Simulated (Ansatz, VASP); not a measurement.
# Pd: VASP beside Ansatz

File INCAR:

```
  AGGAC = 1.0
  AGGAX = 1.0
  ALDAC = 0.0
  ALDAX = 1.0
  ALGO = Normal
  EDIFF = 1E-7
  ENCUT = 520
  GGA = B5
  ISIF = 2
  ISMEAR = -1
  LASPH = True
  LCHARG = True
  LELF = True
  LREAL = False
  LVHAR = True
  LWAVE = False
  NBANDS = 11
  NELM = 60
  PREC = Accurate
  SIGMA = 0.1
```

File KPOINTS:

```
k-points
0
Gamma
  22 22 22
```

POSCAR

```
Pd
1.0
    0.0000000000      2.0934498793      2.0934498793
    2.0934498793      0.0000000000      2.0934498793
    2.0934498793      2.0934498793      0.0000000000
Pd
1
Direct
    0.0000000000      0.0000000000      0.0000000000
```

Input for Ansatz:

```yaml
crystal:
  lattice:
    - [0.0, 2.0934498793, 2.0934498793]
    - [2.0934498793, 0.0, 2.0934498793]
    - [2.0934498793, 2.0934498793, 0.0]
  atoms:
    - { symbol: Pd, position: [0.0, 0.0, 0.0] }
hamiltonian:
  xc: blyp
  pseudopotentials:
    kind: paw
    azcp:
      Pd: "pseudopotentials/Pd.paw.azcp"
basis:
  ecutwfc: 420
  fft_grid_basis: typed
kpoints:
  mp_grid: { grid: [22, 22, 22], shift: [0, 0, 0] }
magnetization:
  spin_polarized: false
scf:
  occupations: { method: fermi_dirac, width: 0.1 }
output:
  stress: true
```

Alike in both runs: task single point; functional BLYP; k mesh 22 × 22 × 22; occupations fermi-dirac, width 0.1 eV; no spin polarisation.

|  | VASP | Ansatz |
| --- | --- | --- |
| version | VASP 6.6.1 | Ansatz 0.2.0 |
| potentials or method | VASP PAW PBE potentials, release 64 (Pd), cutoff 520 eV | plane waves (420 eV) with PAW, scalar-relativistic |
| valence electrons in the cell | 10 | 18 |

VASP gave:

```
pressure (GPa) : -10.8
```

Estimate Ansatz's values.

pressure (GPa): -11.0.

VASP's potentials were made for PBE, not for BLYP. With one functional, cell and mesh, what is left measures potentials, basis and numerics. VASP's potentials hold 10 valence electrons a cell and Ansatz's 18, so a difference there can come from the potentials and not from the codes.
